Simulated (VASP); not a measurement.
Sb:

```
Sb
1.0
     3.37496    0.00000    0.00000
    -1.68748    2.92280    0.00000
     0.00000    0.00000   11.02262
Sb
4
Direct
  0.00000 0.00000 0.00000
  0.00000 0.00000 0.50000
  0.33333 0.66667 0.25000
  0.66667 0.33333 0.75000
```

```yaml
Program: VASP 6.6.1
Task: relaxation of cell and atoms
Functional: r2SCAN
Potentials_or_basis: VASP PAW PBE potentials, release 64 (Sb)
Cutoff: 600 eV
k_mesh: 11 × 11 × 3
Occupations: fermi-dirac, width 0.1 eV
Spin: no spin polarisation
```

At the start: pressure -0.3 GPa; volume 27.18 Å³/atom.

**Question.** Where does the relaxation end?

**Answer.** Over 5 steps the energy falls by 5.8 meV/atom and the volume is 27.07 Å³/atom (-0.4 %); space group P6_3/mmc (No. 194, to 0.05 Å).

Step by step:
```tsv
step	energy change (eV)	largest force (eV/Å)	pressure (GPa)	volume (Å³)
1	0.0000	0.0000	-0.28	108.73
2	-0.0128	0.0000	0.12	107.98
3	-0.0194	0.0000	0.70	107.04
4	-0.0228	0.0000	-0.27	108.79
5	-0.0233	0.0000	0.00	108.29
```

Final structure:
```
Sb
1.0
     3.31810    0.00000    0.00000
    -1.65905    2.87356    0.00000
     0.00000    0.00000   11.35705
Sb
4
Direct
  0.00000 0.00000 0.00000
  0.00000 0.00000 0.50000
  0.33333 0.66667 0.25000
  0.66667 0.33333 0.75000
```

Caveat: the PAW data sets were made with another functional, which shifts forces and pressure a little.
